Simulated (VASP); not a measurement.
# BN (P6_3mc) in VASP: single point with PBE

Aim: the single point of BN with PBE.

Everything below comes from runs of VASP 6.6.1. Logs are shortened: lines on timing, memory, paths and dates and some standing lists are left out, and cuts for length are marked.

### 1 The cell of the first run

It takes space group P6_3mc (No. 186, hexagonal). Conventional cell: a = 2.809 Å, b = 2.809 Å, c = 4.576 Å, α = 90.00°, β = 90.00°, γ = 120.00°. B (site symmetry 3m) has 4 N at 1.72 Å within 2.3 Å. N (site symmetry 3m) has 4 B at 1.72 Å within 2.3 Å.

### 2 Single point, PBE

File INCAR:

```
PREC = Accurate
ENCUT = 520
EDIFF = 1E-6
ISMEAR = 0
SIGMA = 0.1
LREAL = False
LASPH = True
NELM = 100
ALGO = Normal
ISIF = 2
LWAVE = False
LCHARG = True
GGA = PE
LELF = True
LVHAR = True
NBANDS = 16
```

File KPOINTS:

```
Automatic mesh
0
Gamma
  9 9 4
```

File POSCAR:

```
BN
1.0
    2.8090156012      0.0000000000      0.0000000000
   -1.4045078006      2.4326788702      0.0000000000
    0.0000000000      0.0000000000      4.5762725091
B N
2 2
Direct
    0.6666666667      0.3333333333      0.4991348631
    0.3333333333      0.6666666667      0.9991348631
    0.6666666667      0.3333333333      0.8758651369
    0.3333333333      0.6666666667      0.3758651369
```

Potentials or basis: VASP PAW PBE potentials, release 64 (B, N).

On the command line:

```sh
$ cat potpaw_PBE.64/B/POTCAR potpaw_PBE.64/N/POTCAR > POTCAR
$ mpirun -np 1 vasp_std > vasp.out
```

OUTCAR:

```text
PREC = Accurate
   ENCUT = 520
   EDIFF = 1E-6
   ISMEAR = 0
   LREAL = False
   LASPH = True
   NELM = 100
   ISIF = 2
   GGA = PE

 ion  position               nearest neighbor table
   1  0.667  0.333  0.499-   4 1.72   4 1.72   4 1.72   3 1.72
   2  0.333  0.667  0.999-   3 1.72   3 1.72   3 1.72   4 1.72
   3  0.667  0.333  0.876-   2 1.72   2 1.72   2 1.72   1 1.72
   4  0.333  0.667  0.376-   1 1.72   1 1.72   1 1.72   2 1.72

  LATTYP: Found a hexagonal cell.
 ALAT       =     2.8090156012
 C/A-ratio  =     1.6291374484

  Lattice vectors:

 A1 = (   2.8090156012,   0.0000000000,   0.0000000000)
 A2 = (  -1.4045078006,   2.4326788702,   0.0000000000)
 A3 = (   0.0000000000,   0.0000000000,   4.5762725091)

Analysis of symmetry for initial positions (statically):
=====================================================================
 Subroutine PRICEL returns:
 Original cell was already a primitive cell.

 Routine SETGRP: Setting up the symmetry group for a
 hexagonal supercell.

 Subroutine GETGRP returns: Found 12 space group operations
 (whereof  6 operations were pure point group operations)
 out of a pool of 24 trial point group operations.

The static configuration has the point symmetry C_3v.
 The point group associated with its full space group is C_6v.

Analysis of symmetry for dynamics (positions and initial velocities):
=====================================================================
 Subroutine PRICEL returns:
 Original cell was already a primitive cell.

 Routine SETGRP: Setting up the symmetry group for a
 hexagonal supercell.

 Subroutine GETGRP returns: Found 12 space group operations
 (whereof  6 operations were pure point group operations)
 out of a pool of 24 trial point group operations.

The dynamic configuration has the point symmetry C_3v.
 The point group associated with its full space group is C_6v.

 Subroutine INISYM returns: Found 12 space group operations
 (whereof  6 operations are pure point group operations),
 and found     1 'primitive' translations

----------------------------------------------------------------------------------------

                                     Primitive cell

  volume of cell :      31.2717

  direct lattice vectors                    reciprocal lattice vectors
     2.809015601  0.000000000  0.000000000     0.355996599  0.205534732  0.000000000
    -1.404507801  2.432678870  0.000000000     0.000000000  0.411069464  0.000000000
     0.000000000  0.000000000  4.576272509     0.000000000  0.000000000  0.218518455

  length of vectors
     2.809015601  2.809015601  4.576272509     0.411069464  0.411069464  0.218518455

  position of ions in fractional coordinates (direct lattice)
     0.666666667  0.333333333  0.499134863
     0.333333333  0.666666667  0.999134863
     0.666666667  0.333333333  0.875865137
     0.333333333  0.666666667  0.375865137

  ion indices of the primitive-cell ions
   primitive index   ion index
                 1           1
                 2           2
                 3           3
                 4           4

----------------------------------------------------------------------------------------

 KPOINTS: Automatic mesh

Automatic generation of k-mesh.
 Grid dimensions read from file:
 generate k-points for:    9    9    4

 Generating k-lattice:

  Cartesian coordinates                     Fractional coordinates (reciprocal lattice)
     0.039555178  0.022837192  0.000000000     0.111111111  0.000000000  0.000000000
     0.000000000  0.045674385  0.000000000     0.000000000  0.111111111  0.000000000
     0.000000000  0.000000000  0.054629614     0.000000000  0.000000000  0.250000000

  Length of vectors
     0.045674385  0.045674385  0.054629614

  Shift w.r.t. Gamma in fractional coordinates (k-lattice)
     0.000000000  0.000000000  0.000000000

 Subroutine IBZKPT returns following result:
 ===========================================

 Found     36 irreducible k-points:

 Following reciprocal coordinates:
            Coordinates               Weight
  0.000000  0.000000  0.000000      1.000000
  0.111111  0.000000  0.000000      6.000000
  0.222222  0.000000  0.000000      6.000000
  0.333333  0.000000  0.000000      6.000000
  0.444444  0.000000  0.000000      6.000000
  0.111111  0.111111  0.000000      6.000000
[... 16 lines left out ...]
  0.333333  0.222222  0.250000     24.000000
  0.333333  0.333333  0.250000      4.000000
 [... further k-points ...]
   k-points           NKPTS =     36   k-points in BZ     NKDIM =     36   number of bands    NBANDS=     16
   number of dos      NEDOS =    301   number of ions     NIONS =      4
   total plane-waves  NPLWV =  20736
   dimension x,y,z NGX =    24 NGY =   24 NGZ =   36
   dimension x,y,z NGXF=    48 NGYF=   48 NGZF=   72
   ions per type =               2   2
   NGX,Y,Z   is equivalent  to a cutoff of  14.20, 14.20, 13.08 a.u.
   NGXF,Y,Z  is equivalent  to a cutoff of  28.41, 28.41, 26.16 a.u.
 SYSTEM =  unknown system
   PREC   = accura    normal or accurate (medium, high low for compatibility)
   ISTART =      0    job   : 0-new  1-cont  2-samecut
   ICHARG =      2    charge: 1-file 2-atom 10-const
   ISPIN  =      1    spin polarized calculation?
   LNONCOLLINEAR =      F non collinear calculations
   LSORBIT =      F    spin-orbit coupling
   LASPH  =      T    aspherical Exc in radial PAW
   ENCUT  =  520.0 eV  38.22 Ry    6.18 a.u.   5.22  5.22  8.51*2*pi/ulx,y,z
   NELM   =    100;   NELMIN=  2; NELMDL= -5     # of ELM steps
   EDIFF  = 0.1E-05   stopping-criterion for ELM
   LREAL  =      F    real-space projection
   EDIFFG = 0.1E-04   stopping-criterion for IOM
   NSW    =      0    number of steps for IOM
   IBRION =     -1    ionic relax: 0-MD 1-quasi-New 2-CG
   NFREE  =      0    steps in history (QN), initial steepest desc. (CG)
   ISIF   =      2    stress and relaxation
   ISYM   =      2    0-nonsym 1-usesym 2-fastsym
   POTIM  = 0.5000    time-step for ionic-motion
   TEBEG  =    0.0;   TEEND  =   0.0 temperature during run
   PSTRESS=    0.0 pullay stress
   NELECT =      16.0000    total number of electrons
   NUPDOWN=      -1.0000    fix difference up-down
   EMIN   =  10.00;   EMAX   =-10.00  energy-range for DOS
   EFERMI =   0.00;   METHOD = LEGACY
   ISMEAR =     0;   SIGMA  =   0.10  broadening in eV -4-tet -1-fermi 0-gaus
   EFERMI_NEDOS =   21; number of points for ismear=-14 and -15
   IALGO  =     38    algorithm
   IMIX   =      4    mixing-type and parameters
     AMIX     =   0.40;   BMIX     =  1.00
     AMIX_MAG =   1.60;   BMIX_MAG =  1.00
  volume/ion in A,a.u.               =       7.82        52.76
  Fermi-wavevector in a.u.,A,eV,Ry     =   1.309377  2.474363 23.326739  1.714467
  Thomas-Fermi vector in A             =   2.439979
   LORBIT       =      0    0 simple, 1 ext, 2 COOP (PROOUT), +10 PAW based schemes
   GGA     = PE    functional components
   LHFCALC =     F    Hartree Fock is set to
   AEXX    =    0.0000 exact exchange contribution
   IVDW    =     0    specifies the selected vdW correction
   LEPSILON=     F    determine dielectric tensor
   LRPA    =     F    only Hartree local field effects (RPA)
 non-spin polarized calculation
 Gauss-broadening in eV      SIGMA  =   0.10
  energy-cutoff  :      520.00
  volume of cell :       31.27
 maximum number of plane-waves:       854
 NGX is ok and might be reduce to    24
   NGX = 11   NGY = 11   NGZ = 17

 number of electron      16.0000001 magnetization

 Free energy of the ion-electron system (eV)
  ---------------------------------------------------
  ext. energy  EPLUGINS =         0.00000000
  ---------------------------------------------------
  free energy    TOTEN  =       -33.10879909 eV

  energy without entropy =      -33.10879909  energy(sigma->0) =      -33.10879909

 E-fermi :   4.8931     XC(G=0): -11.4785

 val. band max:        4.3870469852   @ k =   0.0000   0.0000   0.0000
 cond. band min:       9.9356481883   @ k =   0.3333   0.0000   0.2500
 fundamental gap:      5.5486012031
 Fermi energy:         4.8930760360

 k-point     1 :       0.0000    0.0000    0.0000
  band No.  band energies     occupation
      1     -13.0845      2.00000
      2     -10.0285      2.00000
      3      -4.0788      2.00000
      4       2.7261      2.00000
      5       2.7261      2.00000
      6       4.3351      2.00000
[... 8 lines left out ...]
     15      14.2519      0.00000
     16      17.3972      0.00000

 k-point     2 :       0.1111    0.0000    0.0000
  band No.  band energies     occupation
      1     -12.8782      2.00000
      2      -9.8842      2.00000
      3      -3.8713      2.00000
      4       1.7460      2.00000
      5       2.3838      2.00000
      6       3.4922      2.00000
[... 8 lines left out ...]
     15      14.7856      0.00000
     16      17.1724      0.00000

 k-point     3 :       0.2222    0.0000    0.0000
  band No.  band energies     occupation
      1     -12.2787      2.00000
      2      -9.5032      2.00000
      3      -3.2749      2.00000
      4      -0.2367      2.00000
      5       1.6472      2.00000
      6       1.6703      2.00000
[... 8 lines left out ...]
     15      16.0533      0.00000
     16      16.7248      0.00000

 k-point     4 :       0.3333    0.0000    0.0000
  band No.  band energies     occupation
      1     -11.3655      2.00000
      2      -9.0942      2.00000
      3      -2.5341      2.00000
      4      -1.9154      2.00000
      5      -0.2315      2.00000
      6       1.0180      2.00000
[... 8 lines left out ...]
     15      16.7614      0.00000
     16      17.4107      0.00000
[... 324 lines left out ...]
 k-point    22 :       0.2222    0.2222    0.2500
  band No.  band energies     occupation
      1     -10.6336      2.00000
      2      -9.2875      2.00000
      3      -2.5916      2.00000
      4      -1.5743      2.00000
      5      -0.1782      2.00000
      6      -0.0720      2.00000
[... 8 lines left out ...]
     15      16.4887      0.00000
     16      17.1882      0.00000

 k-point    23 :       0.3333    0.2222    0.2500
  band No.  band energies     occupation
      1      -9.8145      2.00000
      2      -9.1170      2.00000
      3      -2.9708      2.00000
      4      -2.2843      2.00000
      5      -1.1546      2.00000
      6       0.4737      2.00000
[... 8 lines left out ...]
     15      16.9035      0.00000
     16      17.2438      0.00000

 k-point    24 :       0.3333    0.3333    0.2500
  band No.  band energies     occupation
      1      -9.2829      2.00000
      2      -9.2829      2.00000
      3      -2.4123      2.00000
      4      -2.4123      2.00000
      5      -2.1214      2.00000
      6      -0.1126      2.00000
[... 8 lines left out ...]
     15      16.8288      0.00000
     16      16.8288      0.00000

 [... further k-points ...]
[... 5 lines left out ...]
  --------------------------------------------------------------------------------------
  -------------------------------------------------------------------------------------
  Total      -12.2689991    -12.2689991    -10.7795837      0.0000000      0.0000000      0.0000000
  in kB     -628.5920804   -628.5920804   -552.2831046      0.0000000      0.0000000      0.0000000
  external PRESSURE =    -603.1557551 kB  Pullay stress =       0.0000000 kB

 VOLUME and BASIS-vectors are now :
 -----------------------------------------------------------------------------
  energy-cutoff  :      520.00
  volume of cell :       31.27
      direct lattice vectors                 reciprocal lattice vectors
     2.809015601  0.000000000  0.000000000     0.355996599  0.205534732  0.000000000
    -1.404507801  2.432678870  0.000000000     0.000000000  0.411069464  0.000000000
     0.000000000  0.000000000  4.576272509     0.000000000  0.000000000  0.218518455

 POSITION                                       TOTAL-FORCE (eV/Angst)
 -----------------------------------------------------------------------------------
      1.40451      0.81089      2.28418        -0.000000      0.000000      0.104653
     -0.00000      1.62179      4.57231         0.000000      0.000000      0.104653
      1.40451      0.81089      4.00820         0.000000      0.000000     -0.104653
     -0.00000      1.62179      1.72006        -0.000000      0.000000     -0.104653
 -----------------------------------------------------------------------------------
    total drift:                               -0.000000      0.000000     -0.000071

  FREE ENERGIE OF THE ION-ELECTRON SYSTEM (eV)
  ---------------------------------------------------
  free  energy   TOTEN  =       -33.1087990860 eV

  energy  without entropy=      -33.1087990860  energy(sigma->0) =      -33.10879909
```

Wall time 9 s (1 thread of Intel Xeon Platinum 8488C (Sapphire Rapids), shared host); peak memory 0.15 GiB.

Results:

| Quantity | Value |
| --- | --- |
| Free energy | -33.1088 eV |
| Pressure | -60.3 GPa |
| Largest force | 0.105 eV/Å |
| Band gap on the k mesh | 5.55 eV, indirect (least direct gap 6.19 eV) |

Forces on the atoms (eV/Å):
```
B    0.000  0.000  0.105
B    0.000  0.000  0.105
N    0.000  0.000 -0.105
N    0.000  0.000 -0.105
```

Stress tensor (GPa, compression positive):
```
-62.86   0.00   0.00
  0.00 -62.86   0.00
  0.00   0.00 -55.23
```

Levels at points of the mesh, in eV from the valence-band top:
| k point | band 5 | band 6 | band 7 | band 8 | band 9 | band 10 | band 11 | band 12 |
| --- | --- | --- | --- | --- | --- | --- | --- | --- |
| (0.00, 0.00, 0.00) | -1.66 | -0.05 | 0.00 | 0.00 | 6.19 | 6.27 | 7.16 | 7.16 |
| (0.00, 0.00, 0.50) | -0.91 | -0.91 | -0.91 | -0.91 | 6.68 | 6.68 | 8.40 | 8.40 |

A k mesh can miss the band edges.
